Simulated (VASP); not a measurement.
Ti3As4:

```xyz
7
Lattice="5.2790 0.0000 0.0000 0.0000 5.2790 0.0000 0.0000 0.0000 5.2790" Properties=species:S:1:pos:R:3 pbc="T T T"
Ti    0.0000    0.0000    2.6395
Ti    2.6395    0.0000    0.0000
Ti    0.0000    2.6395    0.0000
As    3.8045    3.8045    3.8045
As    1.4745    1.4745    3.8045
As    1.4745    3.8045    1.4745
As    3.8045    1.4745    1.4745
```

The cell was generated, and may not be a known phase.

```yaml
Program: VASP 6.6.1
Task: relaxation of cell and atoms
Functional: PBE
Potentials_or_basis: VASP PAW PBE potentials, release 64 (Ti_sv, As)
Cutoff: 600 eV
k_mesh: 4 × 4 × 4
Occupations: gaussian, width 0.1 eV
Spin: no spin polarisation
```

At the start: pressure 11.8 GPa; volume 21.02 Å³/atom.

Question: Where does the relaxation end?

Answer: Over 7 steps the energy falls by 107.3 meV/atom and the volume is 25.22 Å³/atom (+20.0 %); space group P-43m (No. 215, to 0.1 Å) before and after.

The path:
| step | energy change (eV) | largest force (eV/Å) | pressure (GPa) | volume (Å³) |
| --- | --- | --- | --- | --- |
| 1 | 0.0000 | 0.6831 | 11.82 | 147.11 |
| 2 | -0.2865 | 1.0050 | -5.71 | 182.66 |
| 3 | -0.6457 | 0.3884 | 0.14 | 165.97 |
| 4 | -0.6456 | 0.3708 | 0.32 | 165.58 |
| 5 | -0.6699 | 0.3158 | 0.31 | 166.65 |
| 6 | -0.7216 | 0.1724 | 0.17 | 169.91 |
| 7 | -0.7508 | 0.0277 | 0.05 | 176.55 |

Final structure:
```xyz
7
Lattice="5.6099 0.0000 0.0000 0.0000 5.6099 0.0000 0.0000 0.0000 5.6099" Properties=species:S:1:pos:R:3 pbc="T T T"
Ti    0.0000    5.6099    2.8050
Ti    2.8050    5.6099    0.0000
Ti    0.0000    2.8050    0.0000
As    4.1264    4.1264    4.1264
As    1.4835    1.4835    4.1264
As    1.4835    4.1264    1.4835
As    4.1264    1.4835    1.4835
```

Caveat: the volume moved by over 15 % at a fixed basis, so the end points are rough.
